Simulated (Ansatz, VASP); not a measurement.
# Two plane-wave programs on HfMoC2

File POSCAR:

```
HfMoC2
1.0
    3.1914230000      0.0000000000      0.0000000000
    0.0000000000      3.1914230000      0.0000000000
    0.0000000000      0.0000000000      4.4851640000
Hf Mo C
1 1 2
Direct
    0.0000000000      0.0000000000      0.0000000000
    0.5000000000      0.5000000000      0.5000000000
    0.5000000000      0.5000000000      0.0000000000
    0.0000000000      0.0000000000      0.5000000000
```

File INCAR.step1:

```
PREC     = Accurate       # precision mode
ENCUT    = 520            # plane-wave cutoff, eV
ISMEAR   = -1             # smearing method
SIGMA    = 0.05           # smearing width, eV
LREAL    = F              # projectors in reciprocal space
LASPH    = T              # aspherical terms in the spheres
NELM     = 100            # most SCF steps
NBANDS   = 24             # bands
GGA      = PE             # functional
ALGO     = Normal         # electronic algorithm
EDIFF    = 1E-4           # SCF threshold, eV
LWAVE    = T              # write WAVECAR
LCHARG   = F              # write CHGCAR
```

Contents of INCAR.step2:

```
PREC     = Accurate       # precision mode
ENCUT    = 520            # plane-wave cutoff, eV
EDIFF    = 1E-6           # SCF threshold, eV
ISMEAR   = -1             # smearing method
SIGMA    = 0.05           # smearing width, eV
LREAL    = F              # projectors in reciprocal space
LASPH    = T              # aspherical terms in the spheres
NELM     = 100            # most SCF steps
ALGO     = Normal         # electronic algorithm
ISIF     = 2              # what is computed and relaxed
LWAVE    = F              # write WAVECAR
LCHARG   = F              # write CHGCAR
METAGGA  = R2SCAN         # meta-GGA
LMIXTAU  = T            
NBANDS   = 24             # bands
ISTART   = 1
```

The input KPOINTS:

```
regular mesh
0
Gamma
  5 5 4
```

input.yaml

```yaml
crystal:
  lattice:
    - [3.191423, 0.0, 0.0]
    - [0.0, 3.191423, 0.0]
    - [0.0, 0.0, 4.485164]
  atoms:
    - { symbol: Hf, position: [0.0, 0.0, 0.0] }
    - { symbol: Mo, position: [0.5, 0.5, 0.5] }
    - { symbol: C, position: [0.5, 0.5, 0.0] }
    - { symbol: C, position: [0.0, 0.0, 0.5] }
hamiltonian:
  xc: r2scan
  pseudopotentials: { kind: paw }
kpoints:
  mp_grid: { grid: [5, 5, 4] }
  band_path:
    path:
      - [[0.0, 0.0, 0.0], [0.0, 0.5, 0.0], [0.5, 0.5, 0.0], [0.0, 0.0, 0.0], [0.0, 0.0, 0.5], [0.0, 0.5, 0.5], [0.5, 0.5, 0.5], [0.0, 0.0, 0.5]]
      - [[0.0, 0.5, 0.0], [0.0, 0.5, 0.5]]
      - [[0.5, 0.5, 0.0], [0.5, 0.5, 0.5]]
    npoints: 14
scf:
  occupations: { method: fermi_dirac, width: 0.05 }
  n_extra_bands: 10
output:
  forces: true
  stress: true
  eigenvalues: true
  fatbands: false
```

Alike in both runs: functional r2SCAN; k mesh 5 × 5 × 4; occupations fermi-dirac, width 0.05 eV; no spin polarisation.

|  | VASP | Ansatz |
| --- | --- | --- |
| version | VASP 6.6.1 | Ansatz 0.2.0 |
| potentials or method | VASP PAW PBE potentials, release 64 (Hf_pv, Mo_sv, C) | Ansatz PAW |
| plane-wave cutoff (eV) | 520 | 500 |
| valence electrons in the cell | 32 | 48 |
| task | single point | band structure |

|  | VASP | Ansatz | Ansatz less VASP |
| --- | --- | --- | --- |
| gap on the k mesh at the Fermi level (eV) | none | none | - |
| pressure (GPa) | -2.9 | -2.8 | +0.13 |
| traceless stress, the component that is largest in VASP (GPa) | 4.93 | 4.86 | -0.072 |

VASP's potentials were made for PBE, not for r2SCAN. A gap of «none» marks a metal or a gap that the smearing closes. VASP's potentials hold 32 valence electrons a cell and Ansatz's 48, so a difference there can come from the potentials and not from the codes.

The k mesh is coarse, so the values compare programs but aren't converged. Neither program's run includes spin-orbit coupling.
